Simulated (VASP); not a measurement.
# Ni (Fm-3m) in VASP: further runs, part 2 of 2

VASP 6.6.1.

### 3 Single point, HSE06

This run uses another cell than the first one, of 11.24 Å³/atom.

The input, POSCAR:

```
Ni
1.0
    0.0000000000      1.7780947537      1.7780947537
    1.7780947537      0.0000000000      1.7780947537
    1.7780947537      1.7780947537      0.0000000000
Ni
1
Direct
    0.0000000000      0.0000000000      0.0000000000
```

The input, INCAR.step1:

```
PREC = Accurate
ENCUT = 510
EDIFF = 1E-5
ISMEAR = -1
SIGMA = 0.1
LREAL = False
LASPH = True
NELM = 120
ALGO = Normal
ISIF = 2
LWAVE = True
LCHARG = False
GGA = PE
NBANDS = 15
GGA_COMPAT = False
```

The input, INCAR.step2:

```
PREC = Accurate
ENCUT = 510
EDIFF = 1E-6
ISMEAR = -1
SIGMA = 0.1
LREAL = False
LASPH = True
NELM = 120
ALGO = Normal
ISIF = 2
LWAVE = False
LCHARG = False
GGA = PE
LHFCALC = True
HFSCREEN = 0.2079
PRECFOCK = Normal
ISTART = 1
NBANDS = 15
GGA_COMPAT = False
```

The input, KPOINTS:

```
Automatic mesh
0
Gamma
  6 6 6
```

Potentials or basis: VASP PAW PBE potentials, release 64 (Ni_sv_GW).

Launch:

```bash
$ cat potpaw_PBE.64/Ni_sv_GW/POTCAR > POTCAR
$ cp INCAR.step1 INCAR
$ mpirun -np 1 vasp_std > vasp.out
$ cp INCAR.step2 INCAR
$ mpirun -np 1 vasp_std > vasp.out
```

OUTCAR:

```text
PREC = Accurate
   ENCUT = 510
   EDIFF = 1E-6
   ISMEAR = -1
   LREAL = False
   LASPH = True
   NELM = 120
   ISIF = 2
   GGA = PE
   LHFCALC = True
   HFSCREEN = 0.2079
   PRECFOCK = Normal
   ISTART = 1

 ion  position               nearest neighbor table
   1  0.000  0.000  0.000-

  LATTYP: Found a face centered cubic cell.
 ALAT       =     3.5561895074

  Lattice vectors:

 A1 = (   0.0000000000,   1.7780947537,   1.7780947537)
 A2 = (   1.7780947537,   0.0000000000,   1.7780947537)
 A3 = (   1.7780947537,   1.7780947537,   0.0000000000)

Analysis of symmetry for initial positions (statically):
=====================================================================
 Subroutine PRICEL returns:
 Original cell was already a primitive cell.

 Routine SETGRP: Setting up the symmetry group for a
 face centered cubic supercell.

 Subroutine GETGRP returns: Found 48 space group operations
 (whereof 48 operations were pure point group operations)
 out of a pool of 48 trial point group operations.

The static configuration has the point symmetry O_h .
[... 166 lines left out ...]
  band No.  band energies     occupation
      1    -101.7545      2.00000
      2     -60.4220      2.00000
      3     -60.4220      2.00000
      4     -60.4220      2.00000
      5      -2.6681      2.00000
      6       4.1844      2.00000
      7       4.1844      2.00000
      8       4.1844      2.00000
      9       4.8382      2.00000
     10       4.8383      2.00000
     11      31.4566      0.00000
     12      35.5747      0.00000
     13      35.5748      0.00000
     14      35.5748      0.00000
[... 257 lines left out ...]
      2     -60.6207      2.00000
      3     -60.5534      2.00000
      4     -60.5203      2.00000
      5       2.0013      2.00000
      6       2.8306      2.00000
      7       4.6662      2.00000
      8       5.1104      2.00000
      9       6.8704      0.01887
     10      13.2782      0.00000
     11      17.5937      0.00000
     12      18.4920      0.00000
     13      20.0829      0.00000
     14      33.8620      0.00000
     15      37.3629      0.00000

------------------------ aborting loop because EDIFF is reached ----------------------------------------

  FORCE on cell =-STRESS in cart. coord.  units (eV):
  Direction    XX          YY          ZZ          XY          YZ          ZX
  --------------------------------------------------------------------------------------
  -------------------------------------------------------------------------------------
  Total       -1.2184352     -1.2184352     -1.2184352      0.0000000      0.0000000      0.0000000
  in kB     -173.6274292   -173.6274292   -173.6274292      0.0000000      0.0000000      0.0000000
  external PRESSURE =    -173.6274292 kB  Pullay stress =       0.0000000 kB

 VOLUME and BASIS-vectors are now :
 -----------------------------------------------------------------------------
  energy-cutoff  :      510.00
  volume of cell :       11.24
      direct lattice vectors                 reciprocal lattice vectors
     0.000000000  1.778094754  1.778094754    -0.281199862  0.281199862  0.281199862
     1.778094754  0.000000000  1.778094754     0.281199862 -0.281199862  0.281199862
     1.778094754  1.778094754  0.000000000     0.281199862  0.281199862 -0.281199862

 POSITION                                       TOTAL-FORCE (eV/Angst)
 -----------------------------------------------------------------------------------
      0.00000      0.00000      0.00000        -0.000000     -0.000000      0.000000
 -----------------------------------------------------------------------------------
    total drift:                               -0.000001     -0.000000     -0.000001

  FREE ENERGIE OF THE ION-ELECTRON SYSTEM (eV)
  ---------------------------------------------------
  free  energy   TOTEN  =        -5.1831340375 eV

  energy  without entropy=       -5.1323848297  energy(sigma->0) =       -5.15775943
```

OUTCAR.step1:

```text
PREC = Accurate
   ENCUT = 510
   EDIFF = 1E-5
   ISMEAR = -1
   LREAL = False
[... 493 lines left out ...]

 POSITION                                       TOTAL-FORCE (eV/Angst)
 -----------------------------------------------------------------------------------
      0.00000      0.00000      0.00000         0.000000      0.000000      0.000000
 -----------------------------------------------------------------------------------
    total drift:                                0.000000      0.000000      0.000000

  FREE ENERGIE OF THE ION-ELECTRON SYSTEM (eV)
  ---------------------------------------------------
  free  energy   TOTEN  =        -6.4123410993 eV

  energy  without entropy=       -6.3248719538  energy(sigma->0) =       -6.36860653
```

OSZICAR.step1:

```text
N       E                     dE             d eps       ncg     rms          rms(c)
DAV:   1     0.122501007559E+03    0.12250E+03   -0.10048E+04   667   0.378E+03
DAV:   2    -0.598306274234E+01   -0.12848E+03   -0.12197E+03   727   0.938E+02
DAV:   3    -0.904383795954E+01   -0.30608E+01   -0.30574E+01   678   0.116E+02
DAV:   4    -0.907779511134E+01   -0.33957E-01   -0.33956E-01   608   0.791E+00
DAV:   5    -0.907957724860E+01   -0.17821E-02   -0.17821E-02   730   0.194E+00    0.144E+01
DAV:   6    -0.803415502981E+01    0.10454E+01   -0.16738E+01   558   0.352E+02    0.106E+01
DAV:   7    -0.649381785839E+01    0.15403E+01   -0.62606E+00   542   0.183E+02    0.251E+00
DAV:   8    -0.641435811316E+01    0.79460E-01   -0.96149E-02   834   0.196E+01    0.459E-01
DAV:   9    -0.641227778439E+01    0.20803E-02   -0.70286E-03   652   0.649E+00    0.903E-02
DAV:  10    -0.641240263202E+01   -0.12485E-03   -0.22668E-04   840   0.102E+00    0.691E-02
DAV:  11    -0.641234084914E+01    0.61783E-04   -0.51954E-05   734   0.587E-01    0.228E-03
DAV:  12    -0.641234109933E+01   -0.25019E-06   -0.54491E-07   338   0.639E-02
   1 F= -.64123411E+01 E0= -.63686065E+01  d E =-.874691E-01
```

It took 14 min on 1 thread of Intel Xeon Platinum 8259CL at 2.50GHz (Skylake/Cascade Lake), shared host; peak memory 0.23 GiB.

What came out:

```
Free energy            : -5.1831 eV
Pressure               : -17.4 GPa
Band gap on the k mesh : zero (bands 9 and 10 overlap by 2.03 eV)
```

Caveat: the k points lie up to 0.51 Å⁻¹ apart, too coarse for converged energies and pressures of a metal; the PAW data sets were made with another functional, which shifts forces and pressure a little; the run has no spin polarisation, though such a crystal can be magnetic.

### 4 Single point, HSE06

The input, POSCAR:

```
Ni
1.0
    0.0000000000      1.7068933900      1.7068933900
    1.7068933900      0.0000000000      1.7068933900
    1.7068933900      1.7068933900      0.0000000000
Ni
1
Direct
    0.0000000000      0.0000000000      0.0000000000
```

The input, INCAR.step1:

```
PREC = Accurate ; ENCUT = 510
EDIFF = 1E-5 ; ISMEAR = -1
SIGMA = 0.1 ; LREAL = F
LASPH = T ; NELM = 120
ALGO = Normal ; ISIF = 2
LWAVE = T ; LCHARG = F
GGA = PE ; NBANDS = 15
GGA_COMPAT = F
```

The input, INCAR.step2:

```
PREC = Accurate ; ENCUT = 510
EDIFF = 1E-6 ; ISMEAR = -1
SIGMA = 0.1 ; LREAL = F
LASPH = T ; NELM = 120
ALGO = Normal ; ISIF = 2
LWAVE = F ; LCHARG = F
GGA = PE ; LHFCALC = T
HFSCREEN = 0.2079 ; PRECFOCK = Normal
ISTART = 1 ; NBANDS = 15
GGA_COMPAT = F
```

The input, KPOINTS:

```
regular mesh
0
Gamma
  6 6 6
```

Launch:

```bash
$ cat potpaw_PBE.64/Ni_sv_GW/POTCAR > POTCAR
$ cp INCAR.step1 INCAR
$ mpirun -np 1 vasp_std > vasp.out
$ cp INCAR.step2 INCAR
$ mpirun -np 1 vasp_std > vasp.out
```

It took 11 min on 1 thread of AMD EPYC 9R45 (Zen 5), shared host; peak memory 0.2 GiB.

Results (log left out):

| Item | Value |
| --- | --- |
| Free energy | -5.1974 eV |
| Pressure | 7.2 GPa |
| Band gap on the k mesh | zero (bands 9 and 10 overlap by 2.25 eV) |

Levels at points of the mesh, in eV from the Fermi level:
```csv
k point,band 6,band 7,band 8,band 9,band 10,band 11,band 12,band 13
"(0.00, 0.00, 0.00)",-2.63,-2.63,-2.63,-1.72,-1.72,26.12,31.16,31.16
"(0.50, 0.00, 0.00)",-2.97,-2.97,-0.16,-0.16,0.33,8.37,24.58,28.65
"(0.50, 0.50, 0.00)",-4.93,-0.73,0.53,0.53,3.64,11.99,17.67,17.67
```

Caveat: the k points lie up to 0.53 Å⁻¹ apart, too coarse for converged energies and pressures of a metal; the PAW data sets were made with another functional, which shifts forces and pressure a little; the run has no spin polarisation, though such a crystal can be magnetic.
